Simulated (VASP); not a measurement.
# Sc (P6_3/mmc) in VASP: a series of runs, part 2 of 2

VASP 6.6.1. The steps go on from the part before.

### Step 3. Relaxation of cell and atoms, PBE

This run uses another cell than the first one, of 25.00 Å³/atom.

INCAR

```
PREC = Accurate ; ENCUT = 600
EDIFF = 1E-7 ; ISMEAR = 0
SIGMA = 0.05 ; LREAL = False
LASPH = True ; NELM = 60
ALGO = Fast ; ISIF = 3
LWAVE = False ; LCHARG = False
GGA = PE ; IBRION = 2
NSW = 80 ; EDIFFG = -0.01
```

KPOINTS

```
regular mesh
0
Gamma
  16 16 8
```

POSCAR

```
Sc
1.0
    3.3090000000      0.0000000000      0.0000000000
   -1.6545000000      2.8656780611      0.0000000000
    0.0000000000      0.0000000000      5.2733000000
Sc
2
Direct
    0.3333333333      0.6666666667      0.2500000000
    0.6666666667      0.3333333333      0.7500000000
```

Potentials or basis: VASP PAW PBE potentials, release 64 (Sc_sv).

The run is started by

```console
> cat potpaw_PBE.64/Sc_sv/POTCAR > POTCAR
> mpirun -np 1 vasp_std > vasp.out
```

OUTCAR:

```text
PREC = Accurate
   ENCUT = 600
   EDIFF = 1E-7
   ISMEAR = 0
   LREAL = False
   LASPH = True
   NELM = 60
   ISIF = 3
   GGA = PE
   IBRION = 2
   NSW = 80
   EDIFFG = -0.01

 ion  position               nearest neighbor table
   1  0.333  0.667  0.250-   2 3.26   2 3.26   2 3.26   2 3.26   2 3.26   2 3.26
   2  0.667  0.333  0.750-   1 3.26   1 3.26   1 3.26   1 3.26   1 3.26   1 3.26

  LATTYP: Found a hexagonal cell.
 ALAT       =     3.3090000000
 C/A-ratio  =     1.5936234512

  Lattice vectors:

 A1 = (   3.3090000000,   0.0000000000,   0.0000000000)
 A2 = (  -1.6545000000,   2.8656780611,   0.0000000000)
 A3 = (   0.0000000000,   0.0000000000,   5.2733000000)

Analysis of symmetry for initial positions (statically):
=====================================================================
 Subroutine PRICEL returns:
 Original cell was already a primitive cell.

 Routine SETGRP: Setting up the symmetry group for a
 hexagonal supercell.

 Subroutine GETGRP returns: Found 24 space group operations
 (whereof 12 operations were pure point group operations)
 out of a pool of 24 trial point group operations.

The static configuration has the point symmetry D_3d.
 The point group associated with its full space group is D_6h.

Analysis of symmetry for dynamics (positions and initial velocities):
=====================================================================
 Subroutine PRICEL returns:
 Original cell was already a primitive cell.

 Routine SETGRP: Setting up the symmetry group for a
 hexagonal supercell.

 Subroutine GETGRP returns: Found 24 space group operations
 (whereof 12 operations were pure point group operations)
 out of a pool of 24 trial point group operations.

The dynamic configuration has the point symmetry D_3d.
 The point group associated with its full space group is D_6h.

 Subroutine INISYM returns: Found 24 space group operations
 (whereof 12 operations are pure point group operations),
[... 138 lines left out ...]

 number of electron      22.0000001 magnetization

 Free energy of the ion-electron system (eV)
  ---------------------------------------------------
  ext. energy  EPLUGINS =         0.00000000
  ---------------------------------------------------
  free energy    TOTEN  =       -12.49483302 eV

  energy without entropy =      -12.48978745  energy(sigma->0) =      -12.49231024

------------------------ aborting loop because EDIFF is reached ----------------------------------------

  FORCE on cell =-STRESS in cart. coord.  units (eV):
  Direction    XX          YY          ZZ          XY          YZ          ZX
  --------------------------------------------------------------------------------------
  -------------------------------------------------------------------------------------
  Total       -0.0312921     -0.0312921     -0.5861049      0.0000000     -0.0000000     -0.0000000
  in kB       -1.0026244     -1.0026244    -18.7792964      0.0000000     -0.0000000     -0.0000000
  external PRESSURE =      -6.9281817 kB  Pullay stress =       0.0000000 kB
[... 95 lines left out ...]
--------------------------------------- Ionic step        4  -------------------------------------------

 number of electron      21.9999996 magnetization

 Free energy of the ion-electron system (eV)
  ---------------------------------------------------
  ext. energy  EPLUGINS =         0.00000000
  ---------------------------------------------------
  free energy    TOTEN  =       -12.50073632 eV

  energy without entropy =      -12.49571477  energy(sigma->0) =      -12.49822555

 E-fermi :   3.6791     XC(G=0):  -9.8778

 val. band max:        3.6686559584   @ k =   0.1875   0.0625   0.2500
 cond. band min:       3.6866156958   @ k =   0.4375   0.1250   0.3750
 fundamental gap:      0.0179597374
 Fermi energy:         3.6790822238

 k-point     1 :       0.0000    0.0000    0.0000
  band No.  band energies     occupation
      1     -45.7371      2.00000
      2     -45.6662      2.00000
      3     -24.5649      2.00000
      4     -24.2266      2.00000
      5     -24.2266      2.00000
      6     -24.1600      2.00000
      7     -24.1600      2.00000
      8     -24.1299      2.00000
      9      -1.4487      2.00000
     10       2.0461      2.00000
     11       4.2909      0.00000
     12       5.2706      0.00000
     13       5.2706      0.00000
     14       5.5299      0.00000
[... 401 lines left out ...]
      2     -45.6569      2.00000
      3     -24.4172      2.00000
      4     -24.4153      2.00000
      5     -24.3891      2.00000
      6     -24.3004      2.00000
      7     -24.2314      2.00000
      8     -24.2165      2.00000
      9       1.2178      2.00000
     10       3.2239      2.00000
     11       3.2839      2.00000
     12       3.4668      2.00000
     13       4.8120      0.00000
     14       5.2213      0.00000
     15       5.2865      0.00000

 [... further k-points ...]

------------------------ aborting loop because EDIFF is reached ----------------------------------------

  FORCE on cell =-STRESS in cart. coord.  units (eV):
  Direction    XX          YY          ZZ          XY          YZ          ZX
  --------------------------------------------------------------------------------------
  -------------------------------------------------------------------------------------
  Total        0.0106234      0.0106234      0.0011786      0.0000000      0.0000000      0.0000000
  in kB        0.3453290      0.3453290      0.0383132      0.0000000      0.0000000      0.0000000
  external PRESSURE =       0.2429904 kB  Pullay stress =       0.0000000 kB
[... 17 lines left out ...]
  FREE ENERGIE OF THE ION-ELECTRON SYSTEM (eV)
  ---------------------------------------------------
  free  energy   TOTEN  =       -12.5007363193 eV

  energy  without entropy=      -12.4957147740  energy(sigma->0) =      -12.49822555

 reached required accuracy - stopping structural energy minimisation
```

CONTCAR:

```text
Sc
   1.00000000000000
     3.3181009685907821    0.0000000000000000   -0.0000000000000000
    -1.6590504842953910    2.8735597310984744    0.0000000000000000
    -0.0000000000000000   -0.0000000000000000    5.1692771024961521
  Sc
     2
Direct
     0.3333333332999970    0.6666666667000030    0.2500000000000000
     0.6666666667000030    0.3333333332999970    0.7500000000000000

  0.00000000E+00  0.00000000E+00  0.00000000E+00
  0.00000000E+00  0.00000000E+00  0.00000000E+00
```

It took 6.9 min on 1 thread of Oxide Virtual Turin-like, shared host; peak memory 0.24 GiB.

Results:

| Quantity | Value |
| --- | --- |
| Free energy | -12.5007 eV |
| Relaxed volume | 24.64 Å³/atom |
| Relaxed cell | a = 3.318 Å, b = 3.318 Å, c = 5.169 Å, α = 90.00°, β = 90.00°, γ = 120.00° |
| Space group after relaxing (to 0.1 Å) | P6_3/mmc (No. 194) |
| Energy gained by relaxing | 3.0 meV/atom |
| Ionic steps | 4 |
| Pressure after relaxing | 0.0 GPa |
| Band gap on the k mesh | zero (bands 11 and 12 overlap by 1.49 eV) |

The path:
```csv
step,energy change (eV),largest force (eV/Å),pressure (GPa),volume (Å³)
1,0.0000,0.0000,-0.69,50.00
2,-0.0051,0.0000,0.11,49.22
3,-0.0053,0.0000,0.31,49.04
4,-0.0059,0.0000,0.02,49.29
```

Final structure:
```yaml
crystal:
  lattice:
    - [3.31810, 0.00000, 0.00000]
    - [-1.65905, 2.87356, 0.00000]
    - [0.00000, 0.00000, 5.16928]
  atoms:
    - { symbol: Sc, position: [0.33333, 0.66667, 0.25000] }
    - { symbol: Sc, position: [0.66667, 0.33333, 0.75000] }
```

Levels at points of the mesh, in eV from the Fermi level:
```tsv
k point	band 7	band 8	band 9	band 10	band 11	band 12	band 13	band 14	band 15
(0.00, 0.00, 0.00)	-27.84	-27.81	-5.13	-1.63	0.61	1.59	1.59	1.85	2.04
(0.50, 0.00, 0.00)	-27.92	-27.88	-1.62	-1.06	-0.67	-0.34	1.30	1.34	1.87
(0.00, 0.00, 0.50)	-27.87	-27.87	-3.58	-3.58	0.98	0.98	1.51	1.51	1.51
(0.50, 0.00, 0.50)	-27.92	-27.92	-1.47	-1.47	0.07	0.07	1.28	1.28	2.37
```
